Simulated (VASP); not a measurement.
# TaC in VASP: further runs

TaC is run at these levels: PBE; tasks: single point.

Program: VASP 6.6.1. These are calculated values, not measurements. Logs are shortened: lines on timing, memory, paths and dates and some standing lists are left out, and cuts for length are marked.

## (1) The cell of the first run

The structure is cubic, space group Fm-3m (No. 225). The conventional cell has a = 4.446 Å, b = 4.446 Å, c = 4.446 Å, α = 90.00°, β = 90.00°, γ = 90.00°. Within 2.9 Å of Ta (site symmetry m-3m) lie 6 C at 2.22 Å. Within 2.9 Å of C (site symmetry m-3m) lie 6 Ta at 2.22 Å.

## (2) Single point, PBE

The input, INCAR:

```
  ALGO = Normal
  EDIFF = 1E-6
  ENCUT = 600
  GGA = PE
  GGA_COMPAT = False
  ISIF = 2
  ISMEAR = 1
  LASPH = True
  LCHARG = False
  LREAL = False
  LWAVE = False
  NBANDS = 14
  NELM = 120
  PREC = Accurate
  SIGMA = 0.1
```

The input, KPOINTS:

```
k-points
0
Gamma
  9 9 9
```

The input, POSCAR:

```
TaC
1.0
    0.0000000000      2.2230000000      2.2230000000
    2.2230000000      0.0000000000      2.2230000000
    2.2230000000      2.2230000000      0.0000000000
Ta C
1 1
Direct
    0.0000000000      0.0000000000      0.0000000000
    0.5000000000      0.5000000000      0.5000000000
```

Potentials or basis: VASP PAW PBE potentials, release 64 (Ta_pv, C).

Command:

```bash
> cat potpaw_PBE.64/Ta_pv/POTCAR potpaw_PBE.64/C/POTCAR > POTCAR
> mpirun -np 1 vasp_std > vasp.out
```

OUTCAR:

```text
EDIFF = 1E-6
   ENCUT = 600
   GGA = PE
   ISIF = 2
   ISMEAR = 1
   LASPH = True
   LREAL = False
   NELM = 120
   PREC = Accurate

 ion  position               nearest neighbor table
   1  0.000  0.000  0.000-   2 2.22   2 2.22   2 2.22   2 2.22   2 2.22   2 2.22
   2  0.500  0.500  0.500-   1 2.22   1 2.22   1 2.22   1 2.22   1 2.22   1 2.22

  LATTYP: Found a face centered cubic cell.
 ALAT       =     4.4460000000

  Lattice vectors:

 A1 = (   0.0000000000,   2.2230000000,   2.2230000000)
 A2 = (   2.2230000000,   0.0000000000,   2.2230000000)
 A3 = (   2.2230000000,   2.2230000000,   0.0000000000)

Analysis of symmetry for initial positions (statically):
=====================================================================
 Subroutine PRICEL returns:
 Original cell was already a primitive cell.

 Routine SETGRP: Setting up the symmetry group for a
 face centered cubic supercell.

 Subroutine GETGRP returns: Found 48 space group operations
 (whereof 48 operations were pure point group operations)
 out of a pool of 48 trial point group operations.

The static configuration has the point symmetry O_h .

Analysis of symmetry for dynamics (positions and initial velocities):
=====================================================================
 Subroutine PRICEL returns:
 Original cell was already a primitive cell.

 Routine SETGRP: Setting up the symmetry group for a
 face centered cubic supercell.

 Subroutine GETGRP returns: Found 48 space group operations
 (whereof 48 operations were pure point group operations)
 out of a pool of 48 trial point group operations.

The dynamic configuration has the point symmetry O_h .

 Subroutine INISYM returns: Found 48 space group operations
 (whereof 48 operations are pure point group operations),
 and found     1 'primitive' translations

----------------------------------------------------------------------------------------

                                     Primitive cell

  volume of cell :      21.9709

  direct lattice vectors                    reciprocal lattice vectors
     0.000000000  2.223000000  2.223000000    -0.224921278  0.224921278  0.224921278
     2.223000000  0.000000000  2.223000000     0.224921278 -0.224921278  0.224921278
     2.223000000  2.223000000  0.000000000     0.224921278  0.224921278 -0.224921278

  length of vectors
     3.143796749  3.143796749  3.143796749     0.389575080  0.389575080  0.389575080

  position of ions in fractional coordinates (direct lattice)
     0.000000000  0.000000000  0.000000000
     0.500000000  0.500000000  0.500000000

  ion indices of the primitive-cell ions
   primitive index   ion index
                 1           1
                 2           2

----------------------------------------------------------------------------------------

 KPOINTS: k-points

Automatic generation of k-mesh.
 Grid dimensions read from file:
 generate k-points for:    9    9    9

 Generating k-lattice:

  Cartesian coordinates                     Fractional coordinates (reciprocal lattice)
    -0.024991253  0.024991253  0.024991253     0.111111111  0.000000000  0.000000000
     0.024991253 -0.024991253  0.024991253     0.000000000  0.111111111  0.000000000
     0.024991253  0.024991253 -0.024991253     0.000000000  0.000000000  0.111111111

  Length of vectors
     0.043286120  0.043286120  0.043286120

  Shift w.r.t. Gamma in fractional coordinates (k-lattice)
     0.000000000  0.000000000  0.000000000

 Subroutine IBZKPT returns following result:
 ===========================================

 Found     35 irreducible k-points:

 Following reciprocal coordinates:
            Coordinates               Weight
  0.000000  0.000000  0.000000      1.000000
  0.111111  0.000000  0.000000      8.000000
  0.222222  0.000000  0.000000      8.000000
  0.333333  0.000000  0.000000      8.000000
  0.444444  0.000000  0.000000      8.000000
  0.111111  0.111111  0.000000      6.000000
[... 16 lines left out ...]
 -0.333333  0.333333  0.000000     12.000000
  0.444444  0.444444  0.000000      6.000000
 [... further k-points ...]
   k-points           NKPTS =     35   k-points in BZ     NKDIM =     35   number of bands    NBANDS=     14
   number of dos      NEDOS =    301   number of ions     NIONS =      2
   total plane-waves  NPLWV =  21952
   dimension x,y,z NGX =    28 NGY =   28 NGZ =   28
   dimension x,y,z NGXF=    56 NGYF=   56 NGZF=   56
   ions per type =               1   1
   NGX,Y,Z   is equivalent  to a cutoff of  14.81, 14.81, 14.81 a.u.
   NGXF,Y,Z  is equivalent  to a cutoff of  29.61, 29.61, 29.61 a.u.
 SYSTEM =  unknown system
   PREC   = accura    normal or accurate (medium, high low for compatibility)
   ISTART =      0    job   : 0-new  1-cont  2-samecut
   ICHARG =      2    charge: 1-file 2-atom 10-const
   ISPIN  =      1    spin polarized calculation?
   LNONCOLLINEAR =      F non collinear calculations
   LSORBIT =      F    spin-orbit coupling
   LASPH  =      T    aspherical Exc in radial PAW
   ENCUT  =  600.0 eV  44.10 Ry    6.64 a.u.   6.28  6.28  6.28*2*pi/ulx,y,z
   NELM   =    120;   NELMIN=  2; NELMDL= -5     # of ELM steps
   EDIFF  = 0.1E-05   stopping-criterion for ELM
   LREAL  =      F    real-space projection
   EDIFFG = 0.1E-04   stopping-criterion for IOM
   NSW    =      0    number of steps for IOM
   IBRION =     -1    ionic relax: 0-MD 1-quasi-New 2-CG
   NFREE  =      0    steps in history (QN), initial steepest desc. (CG)
   ISIF   =      2    stress and relaxation
   ISYM   =      2    0-nonsym 1-usesym 2-fastsym
   POTIM  = 0.5000    time-step for ionic-motion
   TEBEG  =    0.0;   TEEND  =   0.0 temperature during run
   PSTRESS=    0.0 pullay stress
   NELECT =      15.0000    total number of electrons
   NUPDOWN=      -1.0000    fix difference up-down
   EMIN   =  10.00;   EMAX   =-10.00  energy-range for DOS
   EFERMI =   0.00;   METHOD = LEGACY
   ISMEAR =     1;   SIGMA  =   0.10  broadening in eV -4-tet -1-fermi 0-gaus
   EFERMI_NEDOS =   21; number of points for ismear=-14 and -15
   IALGO  =     38    algorithm
   IMIX   =      4    mixing-type and parameters
     AMIX     =   0.40;   BMIX     =  1.00
     AMIX_MAG =   1.60;   BMIX_MAG =  1.00
  volume/ion in A,a.u.               =      10.99        74.13
  Fermi-wavevector in a.u.,A,eV,Ry     =   1.441526  2.724089 28.272865  2.077997
  Thomas-Fermi vector in A             =   2.560148
   LORBIT       =      0    0 simple, 1 ext, 2 COOP (PROOUT), +10 PAW based schemes
   GGA     = PE    functional components
   LHFCALC =     F    Hartree Fock is set to
   AEXX    =    0.0000 exact exchange contribution
   IVDW    =     0    specifies the selected vdW correction
   LEPSILON=     F    determine dielectric tensor
   LRPA    =     F    only Hartree local field effects (RPA)
 non-spin polarized calculation
 Methfessel and Paxton  Order N= 1 SIGMA  =   0.10
  energy-cutoff  :      600.00
  volume of cell :       21.97
 maximum number of plane-waves:       751
 NGX is ok and might be reduce to    28
   NGX = 13   NGY = 13   NGZ = 13

 number of electron      14.9999999 magnetization

 Free energy of the ion-electron system (eV)
  ---------------------------------------------------
  ext. energy  EPLUGINS =         0.00000000
  ---------------------------------------------------
  free energy    TOTEN  =       -22.17956527 eV

  energy without entropy =      -22.17853765  energy(sigma->0) =      -22.17922273

 E-fermi :   8.4144     XC(G=0): -13.2359

 val. band max:        8.3441776140   @ k =  -0.3333   0.4444   0.1111
 cond. band min:       8.4455969680   @ k =   0.4444   0.2222   0.1111
 fundamental gap:      0.1014193541
 Fermi energy:         8.4143677682

 k-point     1 :       0.0000    0.0000    0.0000
  band No.  band energies     occupation
      1     -26.6188      2.00000
      2     -26.6188      2.00000
      3     -26.6188      2.00000
      4      -6.3898      2.00000
      5       7.1031      2.00000
      6       7.1031      2.00000
      7       7.1031      2.00000
      8       8.0015      2.00000
      9       8.0015      2.00000
     10       8.0015      2.00000
     11       9.1083     -0.00000
     12       9.1083     -0.00000
     13      15.1234      0.00000
     14      18.5118      0.00000

 k-point     2 :       0.1111    0.0000    0.0000
  band No.  band energies     occupation
      1     -26.7091      2.00000
      2     -26.6278      2.00000
      3     -26.6278      2.00000
      4      -6.0417      2.00000
      5       5.7192      2.00000
      6       6.1938      2.00000
      7       6.1938      2.00000
      8       7.7040      2.00000
      9       7.7040      2.00000
     10       8.6913     -0.00064
     11      11.0089      0.00000
     12      11.0089      0.00000
     13      15.7617      0.00000
     14      19.3704      0.00000

 k-point     3 :       0.2222    0.0000    0.0000
  band No.  band energies     occupation
      1     -26.9311      2.00000
      2     -26.6507      2.00000
      3     -26.6507      2.00000
      4      -5.0806      2.00000
      5       3.7096      2.00000
      6       4.6598      2.00000
      7       4.6598      2.00000
      8       8.5814     -0.03971
      9       8.5814     -0.03971
     10       9.3203     -0.00000
     11      13.6280      0.00000
     12      13.6280      0.00000
     13      16.9391      0.00000
     14      21.1485      0.00000
[... 324 lines left out ...]
 k-point    23 :      -0.3333    0.3333    0.0000
  band No.  band energies     occupation
      1     -27.1034      2.00000
      2     -27.0811      2.00000
      3     -26.7728      2.00000
      4      -3.0659      2.00000
      5       1.7083      2.00000
      6       3.4622      2.00000
      7       3.9605      2.00000
      8       9.0599     -0.00000
      9      10.9883      0.00000
     10      12.2743      0.00000
     11      14.3158      0.00000
     12      16.5342      0.00000
     13      19.7131      0.00000
     14      20.8187      0.00000

 k-point    24 :       0.4444    0.4444    0.0000
  band No.  band energies     occupation
      1     -27.2482      2.00000
      2     -26.8654      2.00000
      3     -26.8654      2.00000
      4      -4.2470      2.00000
      5       3.5660      2.00000
      6       3.9358      2.00000
      7       6.6345      2.00000
      8       6.6345      2.00000
      9      11.0097      0.00000
     10      12.6174      0.00000
     11      12.6174      0.00000
     12      15.9662      0.00000
     13      16.4632      0.00000
     14      20.6953      0.00000

 [... further k-points ...]

------------------------ aborting loop because EDIFF is reached ----------------------------------------

  FORCE on cell =-STRESS in cart. coord.  units (eV):
  Direction    XX          YY          ZZ          XY          YZ          ZX
  --------------------------------------------------------------------------------------
  -------------------------------------------------------------------------------------
  Total        1.0397156      1.0397156      1.0397156     -0.0000000      0.0000000      0.0000000
  in kB       75.8187750     75.8187750     75.8187750     -0.0000000      0.0000000      0.0000000
  external PRESSURE =      75.8187750 kB  Pullay stress =       0.0000000 kB

 VOLUME and BASIS-vectors are now :
 -----------------------------------------------------------------------------
  energy-cutoff  :      600.00
  volume of cell :       21.97
      direct lattice vectors                 reciprocal lattice vectors
     0.000000000  2.223000000  2.223000000    -0.224921278  0.224921278  0.224921278
     2.223000000  0.000000000  2.223000000     0.224921278 -0.224921278  0.224921278
     2.223000000  2.223000000  0.000000000     0.224921278  0.224921278 -0.224921278

 POSITION                                       TOTAL-FORCE (eV/Angst)
 -----------------------------------------------------------------------------------
      0.00000      0.00000      0.00000         0.000000      0.000000      0.000000
      2.22300      2.22300      2.22300        -0.000000     -0.000000     -0.000000
 -----------------------------------------------------------------------------------
    total drift:                                0.000000      0.000000      0.000000

  FREE ENERGIE OF THE ION-ELECTRON SYSTEM (eV)
  ---------------------------------------------------
  free  energy   TOTEN  =       -22.1795652729 eV

  energy  without entropy=      -22.1785376533  energy(sigma->0) =      -22.17922273
```

Wall time 11 s (1 thread of Intel Xeon 6975P-C, shared host); peak memory 0.17 GiB.

Results:

| Item | Value |
| --- | --- |
| Free energy | -22.1796 eV |
| Pressure | 7.6 GPa |

Levels at points of the mesh, in eV from the Fermi level:
```csv
k point,band 4,band 5,band 6,band 7,band 8,band 9,band 10,band 11,band 12,band 13
"(0.00, 0.00, 0.00)",-14.80,-1.31,-1.31,-1.31,-0.41,-0.41,-0.41,0.69,0.69,6.71
```

Caveat: spin-orbit coupling is left out, which moves the levels of the heavy elements.

## (3) Single point, PBE

The input, INCAR:

```
PREC = Accurate
ENCUT = 600
EDIFF = 1E-6
ISMEAR = 1
SIGMA = 0.1
LREAL = F
LASPH = T
NELM = 120
ALGO = Normal
ISIF = 2
LWAVE = F
LCHARG = F
GGA = PE
NBANDS = 14
GGA_COMPAT = F
```

The input, KPOINTS:

```
Automatic mesh
0
Gamma
  9 9 9
```

The input, POSCAR:

```
TaC
1.0
   -0.0333450000      2.2063275000      2.2063275000
    2.2063275000     -0.0333450000      2.2063275000
    2.2063275000      2.2063275000     -0.0333450000
Ta C
1 1
Direct
    0.0000000000      0.0000000000      0.0000000000
    0.5000000000      0.5000000000      0.5000000000
```

Potentials or basis: VASP PAW PBE potentials, release 64 (Ta_pv, C).

Command:

```bash
> cat potpaw_PBE.64/Ta_pv/POTCAR potpaw_PBE.64/C/POTCAR > POTCAR
> mpirun -np 1 vasp_std > vasp.out
```

OUTCAR:

```text
PREC = Accurate
   ENCUT = 600
   EDIFF = 1E-6
   ISMEAR = 1
   LREAL = F
   LASPH = T
   NELM = 120
   ISIF = 2
   GGA = PE

 ion  position               nearest neighbor table
   1  0.000  0.000  0.000-   2 2.22   2 2.22   2 2.22   2 2.22   2 2.22   2 2.22
   2  0.500  0.500  0.500-   1 2.22   1 2.22   1 2.22   1 2.22   1 2.22   1 2.22

  LATTYP: Found a trigonal (rhomboedric) cell.
 ALAT       =     3.1203964433
 COS(alpha) =     0.4848312789

  Lattice vectors:

 A1 = (  -0.0333450000,   2.2063275000,   2.2063275000)
 A2 = (   2.2063275000,  -0.0333450000,   2.2063275000)
 A3 = (   2.2063275000,   2.2063275000,  -0.0333450000)

Analysis of symmetry for initial positions (statically):
=====================================================================
 Subroutine PRICEL returns:
 Original cell was already a primitive cell.

 Routine SETGRP: Setting up the symmetry group for a
 trigonal (rhombohedral) supercell.

 Subroutine GETGRP returns: Found 12 space group operations
 (whereof 12 operations were pure point group operations)
 out of a pool of 12 trial point group operations.

The static configuration has the point symmetry D_3d.

Analysis of symmetry for dynamics (positions and initial velocities):
=====================================================================
 Subroutine PRICEL returns:
 Original cell was already a primitive cell.

 Routine SETGRP: Setting up the symmetry group for a
 trigonal (rhombohedral) supercell.

 Subroutine GETGRP returns: Found 12 space group operations
 (whereof 12 operations were pure point group operations)
 out of a pool of 12 trial point group operations.

The dynamic configuration has the point symmetry D_3d.

 Subroutine INISYM returns: Found 12 space group operations
 (whereof 12 operations are pure point group operations),
 and found     1 'primitive' translations

[... 123 lines left out ...]
   LEPSILON=     F    determine dielectric tensor
   LRPA    =     F    only Hartree local field effects (RPA)
 non-spin polarized calculation
 Methfessel and Paxton  Order N= 1 SIGMA  =   0.10
  energy-cutoff  :      600.00
  volume of cell :       21.97
 maximum number of plane-waves:       748
 NGX is ok and might be reduce to    28
   NGX = 13   NGY = 13   NGZ = 13

 number of electron      15.0000000 magnetization

 Free energy of the ion-electron system (eV)
  ---------------------------------------------------
  ext. energy  EPLUGINS =         0.00000000
  ---------------------------------------------------
  free energy    TOTEN  =       -22.17172947 eV

  energy without entropy =      -22.17046480  energy(sigma->0) =      -22.17130791

 E-fermi :   8.4038     XC(G=0): -13.2368

 val. band max:        8.3879016858   @ k =   0.3333   0.1111   0.1111
 cond. band min:       8.4038765388   @ k =   0.4444   0.3333   0.2222
 fundamental gap:      0.0159748530
 Fermi energy:         8.4037595339

 k-point     1 :       0.0000    0.0000    0.0000
  band No.  band energies     occupation
      1     -26.6151      2.00000
      2     -26.6151      2.00000
      3     -26.5950      2.00000
      4      -6.3930      2.00000
      5       6.9900      2.00000
      6       6.9900      2.00000
      7       7.3303      2.00000
      8       7.9398      2.00000
      9       7.9398      2.00000
     10       8.1135      2.00032
     11       9.1228     -0.00000
     12       9.1228     -0.00000
     13      15.1331      0.00000
     14      18.5227      0.00000
[... 377 lines left out ...]
      1     -27.2411      2.00000
      2     -26.8685      2.00000
      3     -26.8411      2.00000
      4      -4.2491      2.00000
      5       3.5638      2.00000
      6       3.9384      2.00000
      7       6.5437      2.00000
      8       6.7212      2.00000
      9      11.0101      0.00000
     10      12.6062      0.00000
     11      12.6346      0.00000
     12      15.9827      0.00000
     13      16.4655      0.00000
     14      20.6886      0.00000

 [... further k-points ...]

------------------------ aborting loop because EDIFF is reached ----------------------------------------

  FORCE on cell =-STRESS in cart. coord.  units (eV):
  Direction    XX          YY          ZZ          XY          YZ          ZX
  --------------------------------------------------------------------------------------
  -------------------------------------------------------------------------------------
  Total        1.0446445      1.0446445      1.0446445      0.3383758      0.3383758      0.3383758
  in kB       76.1911237     76.1911237     76.1911237     24.6794349     24.6794349     24.6794349
  external PRESSURE =      76.1911237 kB  Pullay stress =       0.0000000 kB

 VOLUME and BASIS-vectors are now :
 -----------------------------------------------------------------------------
  energy-cutoff  :      600.00
  volume of cell :       21.97
      direct lattice vectors                 reciprocal lattice vectors
    -0.033345000  2.206327500  2.206327500    -0.221547076  0.224946775  0.224946775
     2.206327500 -0.033345000  2.206327500     0.224946775 -0.221547076  0.224946775
     2.206327500  2.206327500 -0.033345000     0.224946775  0.224946775 -0.221547076

 POSITION                                       TOTAL-FORCE (eV/Angst)
 -----------------------------------------------------------------------------------
      0.00000      0.00000      0.00000        -0.000000     -0.000000     -0.000000
      2.18966      2.18966      2.18966         0.000000      0.000000      0.000000
 -----------------------------------------------------------------------------------
    total drift:                                0.000000      0.000000      0.000000

  FREE ENERGIE OF THE ION-ELECTRON SYSTEM (eV)
  ---------------------------------------------------
  free  energy   TOTEN  =       -22.1717294676 eV

  energy  without entropy=      -22.1704648033  energy(sigma->0) =      -22.17130791
```

stdout:

```text
POSCAR found type information on POSCAR TaC
 POSCAR found :  2 types and       2 ions
 scaLAPACK will be used
 LDA part: xc-table for (Slater+PW92), standard interpolation
 POSCAR, INCAR and KPOINTS ok, starting setup
 FFT: planning ... GRIDC
 FFT: planning ... GRID_SOFT
 FFT: planning ... GRID
 WAVECAR not read
 entering main loop
```

It took 22 s on 1 thread of Intel Xeon 6975P-C, shared host; peak memory 0.18 GiB.

Results:

| Property | Result |
| --- | --- |
| Free energy | -22.1717 eV |
| Pressure | 7.6 GPa |

Stress tensor (GPa, compression positive):
```
7.62 2.47 2.47
2.47 7.62 2.47
2.47 2.47 7.62
```

Levels at points of the mesh, in eV from the Fermi level:
| k point | band 5 | band 6 | band 7 | band 8 | band 9 | band 10 |
| --- | --- | --- | --- | --- | --- | --- |
| (0.00, 0.00, 0.00) | -1.41 | -1.41 | -1.07 | -0.46 | -0.46 | -0.29 |

Caveat: spin-orbit coupling is left out, which moves the levels of the heavy elements.
